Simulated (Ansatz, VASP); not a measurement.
## HfC: VASP beside Ansatz

Contents of INCAR:

```
PREC = Accurate ; ENCUT = 520
EDIFF = 1E-7 ; ISMEAR = -1
SIGMA = 0.05 ; LREAL = F
LASPH = T ; NELM = 100
ALGO = Normal ; ISIF = 2
LWAVE = F ; LCHARG = T
GGA = CA ; LELF = T
LVHAR = T ; NBANDS = 22
```

Contents of KPOINTS:

```
regular mesh
0
Gamma
  9 9 5
```

The input POSCAR:

```
HfC
1.0
    3.3204300345      0.0000000000      0.0000000000
   -1.6602150172      2.8755767613      0.0000000000
    0.0000000000      0.0000000000      5.1677954043
Hf C
2 2
Direct
    0.3333333333      0.6666666667      0.2500000000
    0.6666666667      0.3333333333      0.7500000000
    0.0000000000      0.0000000000      0.5000000000
    0.0000000000      0.0000000000      0.0000000000
```

Contents of input.yaml:

```yaml
crystal:
  lattice:
    - [3.3204300345, 0.0, 0.0]
    - [-1.6602150172, 2.8755767613, 0.0]
    - [0.0, 0.0, 5.1677954043]
  atoms:
    - { symbol: Hf, position: [0.3333333333, 0.6666666667, 0.25] }
    - { symbol: Hf, position: [0.6666666667, 0.3333333333, 0.75] }
    - { symbol: C, position: [0.0, 0.0, 0.5] }
    - { symbol: C, position: [0.0, 0.0, 0.0] }
hamiltonian:
  xc: lda
  pseudopotentials: { kind: paw }
kpoints:
  mp_grid: { grid: [9, 9, 5] }
scf:
  occupations: { method: fermi_dirac, width: 0.05 }
output:
  forces: true
  stress: true
  eigenvalues: true
```

Alike in both runs: task single point; functional LDA; k mesh 9 × 9 × 5; occupations fermi-dirac, width 0.05 eV; no spin polarisation.

```csv
,VASP,Ansatz
version,VASP 6.6.1,Ansatz 0.2.0
potentials or method,"VASP PAW LDA potentials, release 64 (Hf_pv, C)",Ansatz PAW
plane-wave cutoff (eV),520,420
valence electrons in the cell,28,60
```

Ansatz gave:

| Property | Result |
| --- | --- |
| gap on the k mesh at the Fermi level (eV) | none |
| pressure (GPa) | -8.2 |
| traceless stress, the component that is largest in VASP (GPa) | 2.06 |

**Question.** What did VASP give for the same quantities?

**Answer.** gap on the k mesh at the Fermi level (eV): none; pressure (GPa): -7.9; traceless stress, the component that is largest in VASP (GPa): 2.05.

LDA's correlation is that of Perdew and Zunger in VASP and of Perdew and Wang (1992) in Ansatz. A gap of «none» marks a metal or a gap that the smearing closes. VASP's potentials hold 28 valence electrons a cell and Ansatz's 60, so a difference there can come from the potentials and not from the codes.

Spin-orbit coupling is off throughout.
